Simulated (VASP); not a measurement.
# AlN (F-43m) in VASP: further runs

The runs below take AlN through vibrations by perturbation theory, with PBEsol.

Everything below comes from runs of VASP 6.6.1. Logs are shortened: lines on timing, memory, paths and dates and some standing lists are left out, and cuts for length are marked.

## Step 1: The cell of the first run

It takes space group F-43m (No. 216, cubic). The conventional cell has a = 4.364 Å, b = 4.364 Å, c = 4.364 Å, α = 90.00°, β = 90.00°, γ = 90.00°. Within 2.5 Å of Al (site symmetry -43m) lie 4 N at 1.89 Å. Within 2.5 Å of N (site symmetry -43m) lie 4 Al at 1.89 Å.

## Step 2: Vibrations by perturbation theory, PBEsol

Input file INCAR:

```
SYSTEM = AlN
ALGO = Normal
EDIFF = 1E-8
ENCUT = 520
GGA = PS
IBRION = 8
ISIF = 2
ISMEAR = 0
LASPH = .TRUE.
LCHARG = .FALSE.
LREAL = .FALSE.
LWAVE = .FALSE.
NBANDS = 11
NELM = 100
NSW = 1
PREC = Accurate
SIGMA = 0.01
```

Input file KPOINTS:

```
k-points
0
G
  10 10 10
  0 0 0
```

Input file POSCAR:

```
AlN
1.0
    2.1818516958      2.1818516958      0.0000000000
   -2.1818516958      2.1818516958      0.0000000000
    0.0000000000      2.1818516958      2.1818516958
Al N
1 1
Direct
    0.0000000000      0.0000000000      0.0000000000
    0.2500000000      0.7500000000      0.5000000000
```

Potentials or basis: VASP PAW PBE potentials, release 64 (Al, N).

Started as:

```console
$ cat potpaw_PBE.64/Al/POTCAR potpaw_PBE.64/N/POTCAR > POTCAR
$ mpirun -np 1 vasp_std > vasp.out
```

OUTCAR:

```text
SYSTEM = AlN
   EDIFF = 1E-8
   ENCUT = 520
   GGA = PS
   IBRION = 8
   ISIF = 2
   ISMEAR = 0
   LASPH = .TRUE.
   LREAL = .FALSE.
   NELM = 100
   NSW = 1
   PREC = Accurate

 ion  position               nearest neighbor table
   1  0.000  0.000  0.000-   2 1.89   2 1.89   2 1.89   2 1.89
   2  0.250  0.750  0.500-   1 1.89   1 1.89   1 1.89   1 1.89

  LATTYP: Found a face centered cubic cell.
 ALAT       =     4.3637033916

  Lattice vectors:

 A1 = (   0.0000000000,   2.1818516958,   2.1818516958)
 A2 = (   2.1818516958,   0.0000000000,   2.1818516958)
 A3 = (   2.1818516958,   2.1818516958,   0.0000000000)

Analysis of symmetry for initial positions (statically):
=====================================================================
 Subroutine PRICEL returns:
 Original cell was already a primitive cell.

 Routine SETGRP: Setting up the symmetry group for a
 face centered cubic supercell.

 Subroutine GETGRP returns: Found 24 space group operations
 (whereof 24 operations were pure point group operations)
 out of a pool of 48 trial point group operations.

The static configuration has the point symmetry T_d .

Analysis of symmetry for dynamics (positions and initial velocities):
=====================================================================
 Subroutine PRICEL returns:
 Original cell was already a primitive cell.

 Routine SETGRP: Setting up the symmetry group for a
 face centered cubic supercell.

 Subroutine GETGRP returns: Found 24 space group operations
 (whereof 24 operations were pure point group operations)
 out of a pool of 48 trial point group operations.

The dynamic configuration has the point symmetry T_d .

 Subroutine INISYM returns: Found 24 space group operations
 (whereof 24 operations are pure point group operations),
 and found     1 'primitive' translations

----------------------------------------------------------------------------------------

                                     Primitive cell

  volume of cell :      20.7733

  direct lattice vectors                    reciprocal lattice vectors
     2.181851696  2.181851696  0.000000000     0.229163147  0.229163147 -0.229163147
    -2.181851696  2.181851696  0.000000000    -0.229163147  0.229163147 -0.229163147
     0.000000000  2.181851696  2.181851696     0.000000000  0.000000000  0.458326293

  length of vectors
     3.085604259  3.085604259  3.085604259     0.396922213  0.396922213  0.458326293

  position of ions in fractional coordinates (direct lattice)
     0.000000000  0.000000000  0.000000000
     0.250000000  0.750000000  0.500000000

  ion indices of the primitive-cell ions
   primitive index   ion index
                 1           1
                 2           2

----------------------------------------------------------------------------------------

 KPOINTS: k-points

Automatic generation of k-mesh.
 Grid dimensions read from file:
 generate k-points for:   10   10   10

 Generating k-lattice:

  Cartesian coordinates                     Fractional coordinates (reciprocal lattice)
     0.022916315  0.022916315 -0.022916315     0.100000000  0.000000000  0.000000000
    -0.022916315  0.022916315 -0.022916315     0.000000000  0.100000000  0.000000000
     0.000000000  0.000000000  0.045832629     0.000000000  0.000000000  0.100000000

  Length of vectors
     0.039692221  0.039692221  0.045832629

  Shift w.r.t. Gamma in fractional coordinates (k-lattice)
     0.000000000  0.000000000  0.000000000

 Subroutine IBZKPT returns following result:
 ===========================================

 Found     47 irreducible k-points:

 Following reciprocal coordinates:
            Coordinates               Weight
  0.000000  0.000000  0.000000      1.000000
  0.100000  0.000000  0.000000      8.000000
  0.200000  0.000000  0.000000      8.000000
  0.300000  0.000000  0.000000      8.000000
  0.400000  0.000000  0.000000      8.000000
  0.500000  0.000000  0.000000      4.000000
[... 16 lines left out ...]
  0.300000  0.300000  0.000000     12.000000
  0.400000  0.300000  0.000000     24.000000
 [... further k-points ...]
   k-points           NKPTS =     47   k-points in BZ     NKDIM =     47   number of bands    NBANDS=     11
   number of dos      NEDOS =    301   number of ions     NIONS =      2
   total plane-waves  NPLWV =  13824
   dimension x,y,z NGX =    24 NGY =   24 NGZ =   24
   dimension x,y,z NGXF=    48 NGYF=   48 NGZF=   48
   ions per type =               1   1
   NGX,Y,Z   is equivalent  to a cutoff of  12.93, 12.93, 12.93 a.u.
   NGXF,Y,Z  is equivalent  to a cutoff of  25.86, 25.86, 25.86 a.u.
 SYSTEM =  AlN
   PREC   = accura    normal or accurate (medium, high low for compatibility)
   ISTART =      0    job   : 0-new  1-cont  2-samecut
   ICHARG =      2    charge: 1-file 2-atom 10-const
   ISPIN  =      1    spin polarized calculation?
   LNONCOLLINEAR =      F non collinear calculations
   LSORBIT =      F    spin-orbit coupling
   LASPH  =      T    aspherical Exc in radial PAW
   ENCUT  =  520.0 eV  38.22 Ry    6.18 a.u.   5.74  5.74  5.74*2*pi/ulx,y,z
   NELM   =    100;   NELMIN=  2; NELMDL= -5     # of ELM steps
   EDIFF  = 0.1E-07   stopping-criterion for ELM
   LREAL  =      F    real-space projection
   EDIFFG = 0.1E-06   stopping-criterion for IOM
   NSW    =      1    number of steps for IOM
   IBRION =      8    ionic relax: 0-MD 1-quasi-New 2-CG
   NFREE  =      0    steps in history (QN), initial steepest desc. (CG)
   ISIF   =      2    stress and relaxation
   ISYM   =      2    0-nonsym 1-usesym 2-fastsym
   POTIM  = 0.5000    time-step for ionic-motion
   TEBEG  =    0.0;   TEEND  =   0.0 temperature during run
   PSTRESS=    0.0 pullay stress
   NELECT =       8.0000    total number of electrons
   NUPDOWN=      -1.0000    fix difference up-down
   EMIN   =  10.00;   EMAX   =-10.00  energy-range for DOS
   EFERMI =   0.00;   METHOD = LEGACY
   ISMEAR =     0;   SIGMA  =   0.01  broadening in eV -4-tet -1-fermi 0-gaus
   EFERMI_NEDOS =   21; number of points for ismear=-14 and -15
   IALGO  =     38    algorithm
   IMIX   =      4    mixing-type and parameters
     AMIX     =   0.40;   BMIX     =  1.00
     AMIX_MAG =   1.60;   BMIX_MAG =  1.00
  volume/ion in A,a.u.               =      10.39        70.09
  Fermi-wavevector in a.u.,A,eV,Ry     =   1.191067  2.250791 19.301784  1.418641
  Thomas-Fermi vector in A             =   2.327137
   LORBIT       =      0    0 simple, 1 ext, 2 COOP (PROOUT), +10 PAW based schemes
   GGA     = PS    functional components
   LHFCALC =     F    Hartree Fock is set to
   AEXX    =    0.0000 exact exchange contribution
   IVDW    =     0    specifies the selected vdW correction
   LEPSILON=     F    determine dielectric tensor
   LRPA    =     F    only Hartree local field effects (RPA)
 non-spin polarized calculation
 Gauss-broadening in eV      SIGMA  =   0.01
  energy-cutoff  :      520.00
  volume of cell :       20.77
 maximum number of plane-waves:       571
   NGX = 11   NGY = 11   NGZ = 11

--------------------------------------- Ionic step        1  -------------------------------------------

 number of electron       8.0000000 magnetization

 Free energy of the ion-electron system (eV)
  ---------------------------------------------------
  ext. energy  EPLUGINS =         0.00000000
  ---------------------------------------------------
  free energy    TOTEN  =       -15.61006443 eV

  energy without entropy =      -15.61006443  energy(sigma->0) =      -15.61006443

 E-fermi :   5.9473     XC(G=0): -11.1421

 val. band max:        5.9058487131   @ k =   0.0000   0.0000   0.0000
 cond. band min:       9.0942432337   @ k =   0.5000   0.5000   0.0000
 fundamental gap:      3.1883945206
 Fermi energy:         5.9473005993

 k-point     1 :       0.0000    0.0000    0.0000
  band No.  band energies     occupation
      1      -9.0695      2.00000
      2       5.9058      2.00000
      3       5.9058      2.00000
      4       5.9058      2.00000
      5      10.0647      0.00000
      6      18.4036      0.00000
      7      18.4036      0.00000
      8      18.4036      0.00000
      9      23.5167      0.00000
     10      23.5167      0.00000
     11      24.8750      0.00000
[... 309 lines left out ...]
 k-point    24 :       0.4000    0.3000    0.0000
  band No.  band energies     occupation
      1      -6.4506      2.00000
      2       1.3042      2.00000
      3       2.5398      2.00000
      4       4.7079      2.00000
      5      11.6047      0.00000
      6      15.9579      0.00000
      7      18.5159      0.00000
      8      19.3847      0.00000
      9      21.5865      0.00000
     10      25.0934      0.00000
     11      29.9817      0.00000

 [... further k-points ...]

------------------------ aborting loop because EDIFF is reached ----------------------------------------

  FORCE on cell =-STRESS in cart. coord.  units (eV):
  Direction    XX          YY          ZZ          XY          YZ          ZX
  --------------------------------------------------------------------------------------
  -------------------------------------------------------------------------------------
  Total        0.2532526      0.2532526      0.2532526      0.0000000     -0.0000000      0.0000000
  in kB       19.5325432     19.5325432     19.5325432      0.0000000     -0.0000000      0.0000000
  external PRESSURE =      19.5325432 kB  Pullay stress =       0.0000000 kB

 VOLUME and BASIS-vectors are now :
 -----------------------------------------------------------------------------
  energy-cutoff  :      520.00
  volume of cell :       20.77
      direct lattice vectors                 reciprocal lattice vectors
     2.181851696  2.181851696  0.000000000     0.229163147  0.229163147 -0.229163147
    -2.181851696  2.181851696  0.000000000    -0.229163147  0.229163147 -0.229163147
     0.000000000  2.181851696  2.181851696     0.000000000  0.000000000  0.458326293

 POSITION                                       TOTAL-FORCE (eV/Angst)
 -----------------------------------------------------------------------------------
      0.00000      0.00000      0.00000         0.000000     -0.000000      0.000000
     -1.09093      3.27278      1.09093         0.000000      0.000000      0.000000
 -----------------------------------------------------------------------------------
    total drift:                               -0.000000      0.000000      0.000000

  FREE ENERGIE OF THE ION-ELECTRON SYSTEM (eV)
  ---------------------------------------------------
  free  energy   TOTEN  =       -15.6100644254 eV

  energy  without entropy=      -15.6100644254  energy(sigma->0) =      -15.61006443

[... ionic steps 2 to 3 ...]

--------------------------------------- Ionic step        4  -------------------------------------------

------------------------ aborting loop because EDIFF is reached ----------------------------------------

[... ionic steps 5 to 6 ...]

--------------------------------------- Ionic step        7  -------------------------------------------

 Free energy of the ion-electron system (eV)
  ---------------------------------------------------
  ---------------------------------------------------
  free energy    TOTEN  =        -0.23733084 eV

  energy without entropy =       -0.23733084

------------------------ aborting loop because EDIFF is reached ----------------------------------------

 INTERNAL STRAIN TENSOR  FOR ION    2  DIRECTION 1   (eV/Angst):
 -----------------------------------------------------------------------------
     0.02551  0.00000 -0.00000
     0.00000 -0.01230 -9.51747
     0.00000 -9.51747 -0.01230

 INTERNAL STRAIN TENSOR FOR ION    2 for displacements in x,y,z  (eV/Angst):
          X           Y           Z          XY          YZ          ZX
  --------------------------------------------------------------------------------
  x     0.00000    -0.00000    -0.00000    -0.00000    -9.51747     0.00000
  y    -0.00000     0.00000    -0.00000     0.00000    -0.00000    -9.51747
  z    -0.00000    -0.00000     0.00000    -9.51747     0.00000     0.00000

 SECOND DERIVATIVES (NOT SYMMETRIZED)
 ------------------------------------
               1X          1Y          1Z          2X          2Y          2Z
  1X   -14.799225    0.000000   -0.000000   14.799225   -0.000000    0.000000
  1Y    -0.000000  -14.799225    0.000000    0.000000   14.799225   -0.000000
  1Z    -0.000000    0.000000  -14.799225    0.000000   -0.000000   14.799225
  2X    14.798896   -0.000000    0.000000  -14.798896    0.000000   -0.000000
  2Y     0.000000   14.798896   -0.000000   -0.000000  -14.798896    0.000000
  2Z     0.000000   -0.000000   14.798896   -0.000000    0.000000  -14.798896

 Eigenvectors and eigenvalues of the dynamical matrix
 ----------------------------------------------------

   1 f  =   19.808658 THz   124.461470 2PiTHz  660.745715 cm-1    81.921991 meV
             X         Y         Z           dx          dy          dz
      0.000000  0.000000  0.000000    -0.521168    0.102826    0.243832
     -1.090926  3.272778  1.090926     0.723472   -0.142741   -0.338482
[... 21 lines left out ...]
   6 f/i=    0.000104 THz     0.000656 2PiTHz    0.003481 cm-1     0.000432 meV
             X         Y         Z           dx          dy          dz
      0.000000  0.000000  0.000000    -0.244536    0.755165    0.168181
     -1.090926  3.272778  1.090926    -0.176156    0.543998    0.121152

--------------------------------------------------------------------------------------------------------

 ELASTIC MODULI CONTR FROM IONIC RELAXATION (kBar)
 Direction    XX          YY          ZZ          XY          YZ          ZX
 --------------------------------------------------------------------------------
 XX          -0.0000     -0.0000     -0.0000     -0.0000     -0.0000     -0.0000
 YY          -0.0000     -0.0000     -0.0000     -0.0000     -0.0000      0.0000
 ZZ          -0.0000     -0.0000     -0.0000     -0.0000     -0.0000     -0.0000
 XY          -0.0000     -0.0000     -0.0000   -446.9080      0.0000     -0.0000
 YZ          -0.0000     -0.0000     -0.0000      0.0000   -446.9080      0.0000
 ZX          -0.0000      0.0000     -0.0000     -0.0000      0.0000   -446.9080
 --------------------------------------------------------------------------------
```

Wall time 61 s (1 thread of Intel Xeon 8259CL, shared host); peak memory 0.21 GiB.

What came out:

| Quantity | Value |
| --- | --- |
| Highest phonon frequency at Γ, LO-TO splitting left out | 661 cm⁻¹ |

Phonon frequencies in cm⁻¹ (negative: imaginary):
| q point | frequencies |
| --- | --- |
| (0.000, 0.000, 0.000) | 0 0 0 661 661 661 |

Caveat: the cell stands under pressure or tension, which shifts response properties; the PAW data sets were made with another functional, which shifts forces and pressure a little.

[end of part 1 of 2]
